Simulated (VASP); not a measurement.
HfC, 4 atoms in the cell. The structure is hexagonal, space group P6_3/mmc (No. 194). Conventional cell: a = 3.275 Å, b = 3.275 Å, c = 5.097 Å, α = 90.00°, β = 90.00°, γ = 120.00°. Hf (site symmetry -6m2) has 6 C at 2.28 Å within 3.0 Å. Within 3.0 Å of C (site symmetry -3m) lie 6 Hf at 2.28 Å and 2 C at 2.55 Å. 

- Program: VASP 6.6.1
- Task: single point
- Functional: r2SCAN
- Potentials or basis: VASP PAW PBE potentials, release 64 (Hf_pv, C)
- Cutoff: 520 eV
- k mesh: 9 × 9 × 5
- Occupations: fermi-dirac, width 0.05 eV
- Spin: no spin polarisation
- Dipole correction: no
- Further INCAR settings: ALGO = Normal; EDIFF = 1e-07; NBANDS = 22

Potentials or basis: VASP PAW PBE potentials, release 64 (Hf_pv, C).

Run with:

```bash
$ cat potpaw_PBE.64/Hf_pv/POTCAR potpaw_PBE.64/C/POTCAR > POTCAR
$ cp INCAR.step1 INCAR
$ mpirun -np 1 vasp_std > vasp.out
$ cp INCAR.step2 INCAR
$ mpirun -np 1 vasp_std > vasp.out
```

Hardware: 1 thread of Intel(R) Xeon(R) Platinum 8375C CPU @ 2.90GHz (Ice Lake) (shared host).

Problem. How long does it take, and how much memory?

Solution. It took 100 s on 1 thread of Intel(R) Xeon(R) Platinum 8375C CPU @ 2.90GHz (Ice Lake), on a shared host, peak memory 0.19 GiB. Counts: k points 36.
